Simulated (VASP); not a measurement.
A run of VASP 6.6.1 is set up as follows.

INCAR

```
  PREC = Accurate
  ENCUT = 500
  EDIFF = 1E-7
  ISMEAR = 0
  SIGMA = 0.2
  LREAL = False
  LASPH = True
  NELM = 200
  ALGO = Normal
  ISIF = 3
  LWAVE = False
  LCHARG = False
  GGA = PE
  IBRION = 2
  NSW = 36
  EDIFFG = -0.08
  GGA_COMPAT = False
  NELMIN = 4
  LMAXMIX = 6
```

File KPOINTS:

```
regular mesh
0
Gamma
  4 4 2
```

POSCAR

```
Sr4TmSi
1.0
    2.6834130300     -3.2691236000      0.0000000000
    2.6834130300      3.2691236000      0.0000000000
    0.0000000000      0.0000000000     10.7951667300
Sr Tm Si
4 1 1
Direct
    0.5000000000      0.0000000000      0.5000000000
    0.0000000000      0.5000000000      0.5000000000
    0.0000000000      0.0000000000      0.6982042000
    0.0000000000      0.0000000000      0.3017958000
    0.0000000000      0.0000000000      0.0000000000
    0.0000000000      0.0000000000      0.5000000000
```

Potentials or basis: VASP PAW PBE potentials, release 64 (Sr_sv, Tm_3, Si), 4f in core.

The run is started by

```bash
$ cat potpaw_PBE.64/Sr_sv/POTCAR potpaw_PBE.64/Tm_3/POTCAR potpaw_PBE.64/Si/POTCAR > POTCAR
$ mpirun -np 1 vasp_std > vasp.out
```

(1) Estimate the space group after relaxing (to 0.1 Å).

(2) What does it give for the relaxed cell?

(3) Estimate the band gap on the k mesh.

(4) Estimate the relaxed volume.

Answers

(1) Cmmm (No. 65).

(2) a = 5.997 Å, b = 5.997 Å, c = 13.667 Å, α = 90.00°, β = 90.00°, γ = 90.83°.

(3) zero (an odd number of electrons rules out a gap without spin polarisation).

(4) 81.90 Å³/atom.

Caveat: the k points lie up to 0.26 Å⁻¹ apart in the final cell, too coarse for converged energies and pressures of a metal; the volume moved by over 15 % at a fixed basis, so the end points are rough; the highest band is partly filled, so the run has too few bands; spin-orbit coupling is left out, which moves the levels of the heavy elements; the 4f electrons are frozen in the core, so they carry no moment and show no levels.
